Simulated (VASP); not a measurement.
**HfC: single point with revPBE**

Crystal: HfC.

```
CELL_PARAMETERS angstrom
0.00000 2.32500 2.32500
2.32500 0.00000 2.32500
2.32500 2.32500 0.00000
ATOMIC_POSITIONS crystal
Hf 0.50000 0.50000 0.50000
C 0.00000 0.00000 0.00000
```

```json
{"Program": "VASP 6.6.1", "Task": "single point", "Functional": "revPBE", "Potentials or basis": "VASP PAW PBE potentials, release 64 (Hf_pv, C)", "Cutoff": "520 eV", "k mesh": "10 × 10 × 10", "Occupations": "fermi-dirac, width 0.05 eV", "Spin": "no spin polarisation"}
```

```yaml
Pressure: 2.5 GPa
Band_gap_on_the_k_mesh: zero (band 7 reaches 7.03 eV, above the bottom of band 8 at 5.63 eV)
```

Levels at points of the mesh, in eV from the Fermi level:
```
           k point  band 3  band 4  band 5  band 6  band 7  band 8  band 9  band 10  band 11  band 12
(0.00, 0.00, 0.00)  -29.63  -12.38    0.97    0.97    0.97    1.38    1.38     1.38     3.37     3.37
(0.50, 0.00, 0.00)  -29.70   -8.66   -6.17   -3.01   -3.01    5.31    5.31     5.78     6.50    11.38
(0.50, 0.50, 0.00)  -29.86  -10.49   -2.64   -1.79   -0.14   -0.14    5.28     6.73     6.73     8.44
```

It took 20 s on 1 thread of AMD EPYC 7R43 64-Core Processor (Zen 3) (shared host), peak memory 0.11 GiB.

Caveat: the PAW data sets were made with another functional, which shifts forces and pressure a little; spin-orbit coupling is left out, which moves the levels of the heavy elements.
